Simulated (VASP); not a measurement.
Write the native input for VASP 6.6.1 that does the following.

```yaml
Task: single point
Functional: LDA
Potentials_or_basis: VASP PAW LDA potentials, release 64 (Pt)
Cutoff: 520 eV
k_mesh: 22 × 22 × 22
Occupations: gaussian, width 0.15 eV
Spin: no spin polarisation
Dipole_correction: no
Further_INCAR_settings: ALGO = Fast; EDIFF = 1e-06; NBANDS = 11
```

The structure of Pt lies in POSCAR:

```
Pt
1.0
    0.0000000000      1.9806107942      2.1067757017
    1.9806107942      0.0000000000      2.1067757017
    1.9806107942      1.9806107942      0.0000000000
Pt
1
Direct
    0.0000000000      0.0000000000      0.0000000000
```

This cell differs from its parent crystal: volume 16.529 Å^3 an atom, c/a of the conventional cell 1.0637.

One way to write it, as run:

INCAR

```
SYSTEM = Pt
PREC = Accurate
ENCUT = 520
EDIFF = 1E-6
ISMEAR = 0
SIGMA = 0.15
LREAL = .False.
LASPH = .True.
NELM = 80
ALGO = Fast
ISIF = 2
LWAVE = .False.
LCHARG = .False.
NBANDS = 11
```

KPOINTS

```
regular mesh
0
Gamma
  22 22 22
  0 0 0
```

Potentials or basis: VASP PAW LDA potentials, release 64 (Pt).

Launch:

```bash
$ cat potpaw_LDA.64/Pt/POTCAR > POTCAR
$ mpirun -np 1 vasp_std > vasp.out
```

It gave:

| Item | Value |
| --- | --- |
| Pressure | -24.7 GPa |
| Band gap on the k mesh | zero (band 5 reaches 10.12 eV, above the bottom of band 6 at 8.01 eV) |

Caveat: spin-orbit coupling is left out, which moves the levels of the heavy elements.

Wall time 83 s on 1 thread of AMD EPYC 9R45 96-Core Processor (Zen 5), on a shared host, peak memory 0.23 GiB.
